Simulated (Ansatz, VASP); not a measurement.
**Cd3HgTe4: VASP beside Ansatz**

The input INCAR:

```
PREC = Accurate
ENCUT = 520
EDIFF = 1E-6
ISMEAR = 0
SIGMA = 0.01
LREAL = F
LASPH = T
NELM = 80
ALGO = Normal
ISIF = 2
LWAVE = F
LCHARG = F
GGA = PE
NBANDS = 46
```

File KPOINTS:

```
Automatic mesh
0
Gamma
  4 4 4
```

File POSCAR:

```
Cd3HgTe4
1.0
    6.4925204023      0.0000000000      0.0000000000
    0.0000000000      6.4925204023      0.0000000000
    0.0000000000      0.0000000000      6.4925204023
Cd Te Hg
3 4 1
Direct
    0.5000000000      0.0000000000      0.0000000000
    0.0000000000      0.5000000000      0.0000000000
    0.0000000000      0.0000000000      0.5000000000
    0.7509754704      0.2490245296      0.2490245296
    0.2490245296      0.7509754704      0.2490245296
    0.2490245296      0.2490245296      0.7509754704
    0.7509754704      0.7509754704      0.7509754704
    0.5000000000      0.5000000000      0.5000000000
```

Input for Ansatz:

```yaml
crystal:
  lattice:
    - [6.4925204023, 0.0, 0.0]
    - [0.0, 6.4925204023, 0.0]
    - [0.0, 0.0, 6.4925204023]
  atoms:
    - { symbol: Cd, position: [0.5, 0.0, 0.0] }
    - { symbol: Te, position: [0.7509754704, 0.2490245296, 0.2490245296] }
    - { symbol: Cd, position: [0.0, 0.5, 0.0] }
    - { symbol: Te, position: [0.2490245296, 0.7509754704, 0.2490245296] }
    - { symbol: Cd, position: [0.0, 0.0, 0.5] }
    - { symbol: Te, position: [0.2490245296, 0.2490245296, 0.7509754704] }
    - { symbol: Hg, position: [0.5, 0.5, 0.5] }
    - { symbol: Te, position: [0.7509754704, 0.7509754704, 0.7509754704] }
kpoints:
  mp_grid: { grid: [4, 4, 4] }
hamiltonian:
  xc: pbe
scf:
  occupations: { method: fixed }
  n_extra_bands: 6
output:
  forces: true
  stress: true
  eigenvalues: true
```

Alike in both runs: task single point; functional PBE; k mesh 4 × 4 × 4; no spin polarisation.

|  | VASP | Ansatz |
| --- | --- | --- |
| version | VASP 6.6.1 | Ansatz 0.2.0 |
| potentials or method | VASP PAW PBE potentials, release 64 (Cd, Te, Hg) | plane waves, PAW |
| plane-wave cutoff (eV) | 520 | 420 |
| occupations | gaussian, width 0.01 eV | fixed |
| valence electrons in the cell | 72 | 144 |

Ansatz gave:

| Quantity | Value |
| --- | --- |
| gap on the k mesh at the Fermi level (eV) | 0.35 |
| pressure (GPa) | 2.5 |

**Question.** Which values does VASP return?

**Answer.** gap on the k mesh at the Fermi level (eV): 0.35; pressure (GPa): 2.6.

VASP's potentials hold 72 valence electrons a cell and Ansatz's 144, so a difference there can come from the potentials and not from the codes.

Spin-orbit coupling is off throughout.
